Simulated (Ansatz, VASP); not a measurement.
One calculation of HfCl2, two programs

```
Hf Cl
1.0
     1.62071    0.93572    6.71351
    -1.62071    0.93572    6.71351
     0.00000   -1.87144    6.71351
Hf Cl
1 2
Cartesian
  0.0000 0.0000 10.0703
  0.0000 0.0000 14.9692
  0.0000 0.0000 5.1713
```

Alike in both runs: functional PBE; dispersion D3(BJ); k mesh 18 × 18 × 18; occupations gaussian, width 0.1 eV; no spin polarisation.

Ansatz relaxed the structure, and its values are those at the end. VASP's run is a single point on that final structure, the one shown.

```csv
,VASP,Ansatz
version,VASP 6.6.1,Ansatz 0.2.0
potentials or method,"VASP PAW PBE potentials, release 64 (Hf_pv, Cl), cutoff 520 eV","scalar-relativistic, plane waves, PAW"
valence electrons in the cell,24,40
```

Ansatz gave:

```
gap on the k mesh at the Fermi level (eV) : none
pressure (GPa)                            : 0.0
rms of the force components (eV/Å)        : 0.001
```

**Question.** Which values does VASP return?

**Answer.** gap on the k mesh at the Fermi level (eV): none; pressure (GPa): -0.7; rms of the force components (eV/Å): 0.036.

A gap of «none» marks a metal or a gap that the smearing closes. VASP's potentials hold 24 valence electrons a cell and Ansatz's 40, so a difference there can come from the potentials and not from the codes.

Spin-orbit coupling is off throughout.
